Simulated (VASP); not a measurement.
# Sb (Fm-3m) in VASP: further runs

Aim: see how the results for Sb move with the level of theory and the settings. Levels: PBE0, PBEsol-based global hybrid. Tasks: relaxation of cell and atoms, single point.

Everything below comes from runs of VASP 6.6.1. Logs are shortened: lines on timing, memory, paths and dates and some standing lists are left out, and cuts for length are marked.

## Step 1: The cell of the first run

The structure is cubic, space group Fm-3m (No. 225). Conventional cell: a = 4.742 Å, b = 4.742 Å, c = 4.742 Å, α = 90.00°, β = 90.00°, γ = 90.00°. Sb (site symmetry m-3m) has 12 Sb at 3.35 Å within 4.4 Å.

## Step 2: Relaxation of cell and atoms, PBE0

Input file POSCAR:

```
Sb
1.0
    0.0000000000      2.3712425216      2.3712425216
    2.3712425216      0.0000000000      2.3712425216
    2.3712425216      2.3712425216      0.0000000000
Sb
1
Direct
    0.0000000000      0.0000000000      0.0000000000
```

Input file INCAR.step1:

```
SYSTEM = Sb
ALGO = Normal
EDIFF = 1E-5
ENCUT = 600
GGA = PE
ISMEAR = -1
LASPH = .TRUE.
LCHARG = .FALSE.
LREAL = .FALSE.
LWAVE = .TRUE.
NBANDS = 8
NELM = 100
PREC = Accurate
SIGMA = 0.05
```

Input file INCAR.step2:

```
SYSTEM = Sb
AEXX = 0.25
ALGO = Normal
EDIFF = 1E-7
EDIFFG = -0.01
ENCUT = 600
GGA = PE
IBRION = 2
ISIF = 3
ISMEAR = -1
ISTART = 1
LASPH = .TRUE.
LCHARG = .FALSE.
LHFCALC = .TRUE.
LREAL = .FALSE.
LWAVE = .FALSE.
NELM = 100
NSW = 60
PREC = Accurate
PRECFOCK = Normal
SIGMA = 0.05
```

Input file KPOINTS:

```
k-points
0
G
  5 5 5
  0 0 0
```

Potentials or basis: VASP PAW PBE potentials, release 64 (Sb).

Command:

```console
$ cat potpaw_PBE.64/Sb/POTCAR > POTCAR
$ cp INCAR.step1 INCAR
$ mpirun -np 1 vasp_std > vasp.out
$ cp INCAR.step2 INCAR
$ mpirun -np 1 vasp_std > vasp.out
```

OUTCAR:

```text
SYSTEM = Sb
   AEXX = 0.25
   EDIFF = 1E-7
   EDIFFG = -0.01
   ENCUT = 600
   GGA = PE
   IBRION = 2
   ISIF = 3
   ISMEAR = -1
   ISTART = 1
   LASPH = .TRUE.
   LHFCALC = .TRUE.
   LREAL = .FALSE.
   NELM = 100
   NSW = 60
   PREC = Accurate
   PRECFOCK = Normal

 ion  position               nearest neighbor table
   1  0.000  0.000  0.000-

  LATTYP: Found a face centered cubic cell.
 ALAT       =     4.7424850432

  Lattice vectors:

 A1 = (   0.0000000000,   2.3712425216,   2.3712425216)
 A2 = (   2.3712425216,   0.0000000000,   2.3712425216)
 A3 = (   2.3712425216,   2.3712425216,   0.0000000000)

Analysis of symmetry for initial positions (statically):
=====================================================================
 Subroutine PRICEL returns:
 Original cell was already a primitive cell.

 Routine SETGRP: Setting up the symmetry group for a
 face centered cubic supercell.

 Subroutine GETGRP returns: Found 48 space group operations
[... 9 lines left out ...]

 Routine SETGRP: Setting up the symmetry group for a
 face centered cubic supercell.

 Subroutine GETGRP returns: Found 48 space group operations
[... 11 lines left out ...]
                                     Primitive cell

  volume of cell :      26.6660

  direct lattice vectors                    reciprocal lattice vectors
     0.000000000  2.371242522  2.371242522    -0.210859916  0.210859916  0.210859916
     2.371242522  0.000000000  2.371242522     0.210859916 -0.210859916  0.210859916
     2.371242522  2.371242522  0.000000000     0.210859916  0.210859916 -0.210859916

  length of vectors
     3.353443334  3.353443334  3.353443334     0.365220089  0.365220089  0.365220089

  position of ions in fractional coordinates (direct lattice)
     0.000000000  0.000000000  0.000000000

  ion indices of the primitive-cell ions
   primitive index   ion index
                 1           1

----------------------------------------------------------------------------------------

 KPOINTS: k-points

Automatic generation of k-mesh.
 Grid dimensions read from file:
 generate k-points for:    5    5    5

 Generating k-lattice:

  Cartesian coordinates                     Fractional coordinates (reciprocal lattice)
    -0.042171983  0.042171983  0.042171983     0.200000000  0.000000000  0.000000000
     0.042171983 -0.042171983  0.042171983     0.000000000  0.200000000  0.000000000
     0.042171983  0.042171983 -0.042171983     0.000000000  0.000000000  0.200000000

  Length of vectors
     0.073044018  0.073044018  0.073044018

  Shift w.r.t. Gamma in fractional coordinates (k-lattice)
     0.000000000  0.000000000  0.000000000

 Subroutine IBZKPT returns following result:
 ===========================================

 Found     10 irreducible k-points:

 Following reciprocal coordinates:
            Coordinates               Weight
  0.000000  0.000000  0.000000      1.000000
  0.200000  0.000000  0.000000      8.000000
  0.400000  0.000000  0.000000      8.000000
  0.200000  0.200000  0.000000      6.000000
  0.400000  0.200000  0.000000     24.000000
 -0.400000  0.200000  0.000000     24.000000
 -0.200000  0.200000  0.000000     12.000000
  0.400000  0.400000  0.000000      6.000000
 -0.400000  0.400000  0.000000     12.000000
 -0.400000  0.400000  0.200000     24.000000
   k-points           NKPTS =     10   k-points in BZ     NKDIM =    125   number of bands    NBANDS=      6
   number of dos      NEDOS =    301   number of ions     NIONS =      1
   total plane-waves  NPLWV =  21952
   dimension x,y,z NGX =    28 NGY =   28 NGZ =   28
   dimension x,y,z NGXF=    56 NGYF=   56 NGZF=   56
   ions per type =               1
   NGX,Y,Z   is equivalent  to a cutoff of  13.88, 13.88, 13.88 a.u.
   NGXF,Y,Z  is equivalent  to a cutoff of  27.76, 27.76, 27.76 a.u.
 SYSTEM =  Sb
   PREC   = accura    normal or accurate (medium, high low for compatibility)
   ISTART =      1    job   : 0-new  1-cont  2-samecut
   ICHARG =      0    charge: 1-file 2-atom 10-const
   ISPIN  =      1    spin polarized calculation?
   LNONCOLLINEAR =      F non collinear calculations
   LSORBIT =      F    spin-orbit coupling
   LASPH  =      T    aspherical Exc in radial PAW
   ENCUT  =  600.0 eV  44.10 Ry    6.64 a.u.   6.70  6.70  6.70*2*pi/ulx,y,z
   NELM   =    100;   NELMIN=  2; NELMDL=  0     # of ELM steps
   EDIFF  = 0.1E-06   stopping-criterion for ELM
   LREAL  =      F    real-space projection
   EDIFFG = -.1E-01   stopping-criterion for IOM
   NSW    =     60    number of steps for IOM
   IBRION =      2    ionic relax: 0-MD 1-quasi-New 2-CG
   NFREE  =      1    steps in history (QN), initial steepest desc. (CG)
   ISIF   =      3    stress and relaxation
   ISYM   =      3    0-nonsym 1-usesym 2-fastsym
   POTIM  = 0.5000    time-step for ionic-motion
   TEBEG  =    0.0;   TEEND  =   0.0 temperature during run
   PSTRESS=    0.0 pullay stress
   NELECT =       5.0000    total number of electrons
   NUPDOWN=      -1.0000    fix difference up-down
   EMIN   =  10.00;   EMAX   =-10.00  energy-range for DOS
   EFERMI =   0.00;   METHOD = LEGACY
   ISMEAR =    -1;   SIGMA  =   0.05  broadening in eV -4-tet -1-fermi 0-gaus
   EFERMI_NEDOS =   21; number of points for ismear=-14 and -15
   IALGO  =     38    algorithm
   IMIX   =      1    mixing-type and parameters
     AMIX     =   0.40;   BMIX     =  1.00
     AMIX_MAG =   1.60;   BMIX_MAG =  1.00
  volume/ion in A,a.u.               =      26.67       179.95
  Fermi-wavevector in a.u.,A,eV,Ry     =   0.937013  1.770697 11.945820  0.877993
  Thomas-Fermi vector in A             =   2.064081
   LORBIT       =      0    0 simple, 1 ext, 2 COOP (PROOUT), +10 PAW based schemes
   GGA     = PE    functional components
   LHFCALC =     T    Hartree Fock is set to
   PRECFOCK=normal    Normal, Fast or Accurate (Low or Medium for compatibility)
   ENCUT4O =  -1.0   cutoff for four orbital integrals eV
   NKREDX  =     1    reduce k-point grid by
   NKREDY  =     1    reduce k-point grid by
   NKREDZ  =     1    reduce k-point grid by
   AEXX    =    0.2500 exact exchange contribution
   HFSCREEN=    0.0000 screening length (either q_TF or 0.3 A-1)
   HFSCREENC=   0.0000 screening length for correlation (either q_TF or 0.3 A-1)
   ENCUTFOCK=  -1.0 apply spherical cutoff to Coloumb kernel
   IVDW    =     0    specifies the selected vdW correction
   LEPSILON=     F    determine dielectric tensor
   LRPA    =     F    only Hartree local field effects (RPA)
 conjugate gradient relaxation of ions
 non-spin polarized calculation
  energy-cutoff  :      600.00
  volume of cell :       26.67
 maximum number of plane-waves:       899
  NGX = 24; NGY = 24; NGZ = 24

--------------------------------------- Ionic step        1  -------------------------------------------

 number of electron       5.0000000 magnetization

 Free energy of the ion-electron system (eV)
  ---------------------------------------------------
  ext. energy  EPLUGINS =         0.00000000
  ---------------------------------------------------
  free energy    TOTEN  =        -5.15108924 eV

  energy without entropy =       -5.13979109  energy(sigma->0) =       -5.14544017

------------------------ aborting loop because EDIFF is reached ----------------------------------------

  FORCE on cell =-STRESS in cart. coord.  units (eV):
  Direction    XX          YY          ZZ          XY          YZ          ZX
  --------------------------------------------------------------------------------------
  -------------------------------------------------------------------------------------
  Total       -0.2441594     -0.2441594     -0.2441594     -0.0000000     -0.0000000      0.0000000
  in kB      -14.6698634    -14.6698634    -14.6698634     -0.0000000     -0.0000000      0.0000000
  external PRESSURE =     -14.6698634 kB  Pullay stress =       0.0000000 kB

 VOLUME and BASIS-vectors are now :
 -----------------------------------------------------------------------------
  energy-cutoff  :      600.00
  volume of cell :       26.67
      direct lattice vectors                 reciprocal lattice vectors
     0.000000000  2.371242522  2.371242522    -0.210859916  0.210859916  0.210859916
     2.371242522  0.000000000  2.371242522     0.210859916 -0.210859916  0.210859916
     2.371242522  2.371242522  0.000000000     0.210859916  0.210859916 -0.210859916
[... 36 lines left out ...]
 POSITION                                       TOTAL-FORCE (eV/Angst)
 -----------------------------------------------------------------------------------
      0.00000      0.00000      0.00000         0.000000      0.000000      0.000000
 -----------------------------------------------------------------------------------
    total drift:                                0.000000      0.000000      0.000000

  FREE ENERGIE OF THE ION-ELECTRON SYSTEM (eV)
  ---------------------------------------------------
  free  energy   TOTEN  =        -5.1524040161 eV

  energy  without entropy=       -5.1409665574  energy(sigma->0) =       -5.14668529

--------------------------------------- Ionic step        3  -------------------------------------------

 number of electron       5.0000000 magnetization

 Free energy of the ion-electron system (eV)
  ---------------------------------------------------
  ext. energy  EPLUGINS =         0.00000000
  ---------------------------------------------------
  free energy    TOTEN  =        -5.15368380 eV

  energy without entropy =       -5.14232172  energy(sigma->0) =       -5.14800276

 E-fermi :   8.4083     XC(G=0):  -8.2052

 val. band max:        8.3585259293   @ k =  -0.4000   0.4000   0.2000
 cond. band min:       9.1425820850   @ k =  -0.2000   0.2000   0.0000
 fundamental gap:      0.7840561557
 Fermi energy:         8.4083327804

 k-point     1 :       0.0000    0.0000    0.0000
  band No.  band energies     occupation
      1      -6.3257      2.00000
      2      15.4779      0.00000
      3      15.4779      0.00000
      4      15.4779      0.00000
      5      19.9034      0.00000
      6      19.9034      0.00000

 k-point     2 :       0.2000    0.0000    0.0000
  band No.  band energies     occupation
      1      -5.4319      2.00000
      2       9.9942      0.00000
      3      14.5474      0.00000
      4      14.5474      0.00000
      5      18.3851      0.00000
      6      20.7578      0.00000
[... 92 lines left out ...]
 POSITION                                       TOTAL-FORCE (eV/Angst)
 -----------------------------------------------------------------------------------
      0.00000      0.00000      0.00000        -0.000000     -0.000000     -0.000000
 -----------------------------------------------------------------------------------
    total drift:                                0.000000      0.000000     -0.000000

  FREE ENERGIE OF THE ION-ELECTRON SYSTEM (eV)
  ---------------------------------------------------
  free  energy   TOTEN  =        -5.1536838004 eV

  energy  without entropy=       -5.1423217153  energy(sigma->0) =       -5.14800276

 reached required accuracy - stopping structural energy minimisation
```

Wall time 8.5 min (1 thread of Intel Xeon 6975P-C, shared host); peak memory 0.19 GiB.

What came out:

```yaml
Free_energy: -5.1537 eV
Relaxed_volume: 26.11 Å³/atom
Relaxed_cell: a = 3.330 Å, b = 3.330 Å, c = 3.330 Å, α = 60.00°, β = 60.00°, γ = 60.00°
Space_group_after_relaxing_to_0.05_Å: Fm-3m (No. 225)
Energy_gained_by_relaxing: 2.6 meV/atom
Ionic_steps: 3
Pressure_after_relaxing: 0.0 GPa
```

The path:
```
step  energy change (eV)  largest force (eV/Å)  pressure (GPa)  volume (Å³)
   1              0.0000                0.0000           -1.47        26.67
   2             -0.0013                0.0000            1.10        25.73
   3             -0.0026                0.0000            0.01        26.11
```

Final structure:
```cif
data_structure
_symmetry_space_group_name_H-M 'P 1'
_symmetry_Int_Tables_number 1
_cell_length_a 3.3300
_cell_length_b 3.3300
_cell_length_c 3.3300
_cell_angle_alpha 60.000
_cell_angle_beta 60.000
_cell_angle_gamma 60.000
_cell_volume 26.11
loop_
_atom_site_label
_atom_site_type_symbol
_atom_site_fract_x
_atom_site_fract_y
_atom_site_fract_z
_atom_site_occupancy
Sb1 Sb 0.00000 0.00000 0.00000 1
```

Caveat: the k points lie up to 0.46 Å⁻¹ apart in the final cell; the PAW data sets were made with another functional, which shifts forces and pressure a little; spin-orbit coupling is left out, which moves the levels of the heavy elements.

## Step 3: Relaxation of cell and atoms, PBEsol-based global hybrid

POSCAR is that of step 2.

Input file INCAR.step1:

```
PREC = Accurate
ENCUT = 600
EDIFF = 1E-5
ISMEAR = -1
SIGMA = 0.05
LREAL = F
LASPH = T
NELM = 80
ALGO = Normal
LWAVE = T
LCHARG = F
GGA = PE
NBANDS = 8
```

Input file INCAR.step2:

```
PREC = Accurate
ENCUT = 600
EDIFF = 1E-7
ISMEAR = -1
SIGMA = 0.05
LREAL = F
LASPH = T
NELM = 80
ALGO = Normal
ISIF = 3
LWAVE = F
LCHARG = F
GGA = PS
LHFCALC = T
AEXX = 0.25
PRECFOCK = Normal
IBRION = 2
NSW = 60
EDIFFG = -0.01
ISTART = 1
```

Input file KPOINTS:

```
Automatic mesh
0
Gamma
  5 5 5
```

Potentials or basis: VASP PAW PBE potentials, release 64 (Sb).

Command:

```console
$ cat potpaw_PBE.64/Sb/POTCAR > POTCAR
$ cp INCAR.step1 INCAR
$ mpirun -np 1 vasp_std > vasp.out
$ cp INCAR.step2 INCAR
$ mpirun -np 1 vasp_std > vasp.out
```

It took 9 min on 1 thread of Intel Xeon 6975P-C, shared host; peak memory 0.19 GiB.

Results (log left out):

| Property | Result |
| --- | --- |
| Free energy | -5.4824 eV |
| Relaxed volume | 25.45 Å³/atom |
| Relaxed cell | a = 3.302 Å, b = 3.302 Å, c = 3.302 Å, α = 60.00°, β = 60.00°, γ = 60.00° |
| Space group after relaxing (to 0.05 Å) | Fm-3m (No. 225) |
| Energy gained by relaxing | 13.3 meV/atom |
| Ionic steps | 3 |
| Pressure after relaxing | 0.0 GPa |

Step by step:
```
step  energy change (eV)  largest force (eV/Å)  pressure (GPa)  volume (Å³)
   1              0.0000                0.0000           -3.33        26.67
   2             -0.0056                0.0000            2.93        24.58
   3             -0.0133                0.0000            0.00        25.45
```

Final structure:
```yaml
crystal:
  lattice:
    - [0.00000, 2.33464, 2.33464]
    - [2.33464, 0.00000, 2.33464]
    - [2.33464, 2.33464, 0.00000]
  atoms:
    - { symbol: Sb, position: [0.00000, 0.00000, 0.00000] }
```

Levels at points of the mesh, in eV from the Fermi level:
```csv
k point,band 1,band 2,band 3,band 4,band 5,band 6
"(0.00, 0.00, 0.00)",-14.93,7.30,7.30,7.30,11.66,11.66
```

Caveat: the k points lie up to 0.47 Å⁻¹ apart in the final cell; the PAW data sets were made with another functional, which shifts forces and pressure a little; spin-orbit coupling is left out, which moves the levels of the heavy elements.

## Step 4: Single point, PBE0

This run uses another cell than the first one, of 25.07 Å³/atom, 0.940 times its volume.

Input file POSCAR:

```
Sb
1.0
    0.0000000000      2.3228362346      2.3228362346
    2.3228362346      0.0000000000      2.3228362346
    2.3228362346      2.3228362346      0.0000000000
Sb
1
Direct
    0.0000000000      0.0000000000      0.0000000000
```

Input file INCAR.step1:

```
ALGO = Normal ; EDIFF = 1E-5
ENCUT = 520 ; GGA = PE
ISIF = 2 ; ISMEAR = -1
LASPH = T ; LCHARG = F
LREAL = F ; LWAVE = T
NBANDS = 8 ; NELM = 60
PREC = Accurate ; SIGMA = 0.05
```

Input file INCAR.step2:

```
AEXX = 0.25 ; ALGO = Normal
EDIFF = 1E-7 ; ENCUT = 520
GGA = PE ; ISIF = 2
ISMEAR = -1 ; ISTART = 1
LASPH = T ; LCHARG = F
LHFCALC = T ; LREAL = F
LWAVE = F ; NBANDS = 8
NELM = 60 ; PREC = Accurate
PRECFOCK = Normal ; SIGMA = 0.05
```

Input file KPOINTS:

```
k-points
0
Gamma
  6 6 6
```

Command:

```console
$ cat potpaw_PBE.64/Sb/POTCAR > POTCAR
$ cp INCAR.step1 INCAR
$ mpirun -np 1 vasp_std > vasp.out
$ cp INCAR.step2 INCAR
$ mpirun -np 1 vasp_std > vasp.out
```

Wall time 6.5 min (1 thread of AMD EPYC 7R13 (Zen 3), shared host); peak memory 0.12 GiB.

The run converged. Its results:

```
Free energy : -5.2259 eV
Pressure    : 2.8 GPa
```

Levels at points of the mesh, in eV from the Fermi level:
| k point | band 1 | band 2 | band 3 | band 4 | band 5 |
| --- | --- | --- | --- | --- | --- |
| (0.00, 0.00, 0.00) | -15.68 | 6.80 | 6.80 | 6.80 | 11.04 |
| (0.50, 0.00, 0.00) | -11.00 | -7.79 | 4.76 | 4.76 | 9.51 |
| (0.50, 0.50, 0.00) | -8.90 | -6.66 | 0.60 | 0.60 | 4.74 |

Caveat: the k points lie up to 0.39 Å⁻¹ apart; the PAW data sets were made with another functional, which shifts forces and pressure a little; spin-orbit coupling is left out, which moves the levels of the heavy elements.

## Step 5: Summary

| task | level | cell | k mesh | cutoff (eV) | share of exact exchange | gap on the mesh (eV) | pressure (GPa) | relaxed volume (Å³/atom) |
| --- | --- | --- | --- | --- | --- | --- | --- | --- |
| relaxation of cell and atoms | PBE0 | relaxed from a = 3.353 Å, angles 60.0°, 1 atom | 5 × 5 × 5 | 600 | - | none | 0.0 | 26.11 |
| relaxation of cell and atoms | PBEsol-based global hybrid | relaxed from a = 3.353 Å, angles 60.0°, 1 atom | 5 × 5 × 5 | 600 | 0.25 | none | 0.0 | 25.45 |
| single point | PBE0 | a = 3.285 Å, angles 60.0°, 1 atom | 6 × 6 × 6 | 520 | - | none | 2.8 | - |

Alike in all rows: potentials or basis VASP PAW PBE potentials, release 64 (Sb); no spin polarisation; smearing fermi-dirac 0.05 eV.

Caveats: all runs use coarse meshes; the PAW data sets were made with another functional, which shifts forces and pressure a little; spin-orbit coupling is left out, which moves the levels of the heavy elements.

Total energies depend on the potentials used, so only differences within one code and one set of settings carry meaning.
